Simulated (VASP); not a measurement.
Here is a VASP 6.6.1 calculation.

Contents of INCAR:

```
AGGAC = 1.0
AGGAX = 1.0
ALDAC = 0.0
ALDAX = 1.0
ALGO = Normal
EDIFF = 1E-6
ENCUT = 520
GGA = B5
ISIF = 2
ISMEAR = -1
ISPIN = 2
LASPH = T
LCHARG = F
LMAXMIX = 4
LORBIT = 11
LREAL = F
LWAVE = F
MAGMOM = 0.753 0.753 -0.671 -0.671
NBANDS = 38
NELM = 150
PREC = Accurate
SIGMA = 0.05
```

The input KPOINTS:

```
k-points
0
Gamma
  16 16 5
```

POSCAR

```
Mn
1.0
    2.4145900029      0.0000000000      0.0000000000
   -1.2072950014      2.0910962822      0.0000000000
    0.0000000000      0.0000000000      7.8115349939
Mn
4
Direct
    1.0000000000      1.0000000000      1.0000000000
    1.0000000000      1.0000000000      0.5000000000
    0.3333333333      0.6666666667      0.2500000000
    0.6666666667      0.3333333333      0.7500000000
```

Potentials or basis: VASP PAW PBE potentials, release 64 (Mn_pv).

The run is started by

```console
$ cat potpaw_PBE.64/Mn_pv/POTCAR > POTCAR
$ mpirun -np 1 vasp_std > vasp.out
```

(1) Predict the band gap on the k mesh.

(2) Estimate the net moment.

(3) What does it give for the pressure?

Results:

(1) zero (filled and empty bands overlap).

(2) 0.00 μB per cell.

(3) 39.0 GPa.

Caveat: the cell stands under pressure; the PAW data sets were made with another functional, which shifts forces and pressure a little.
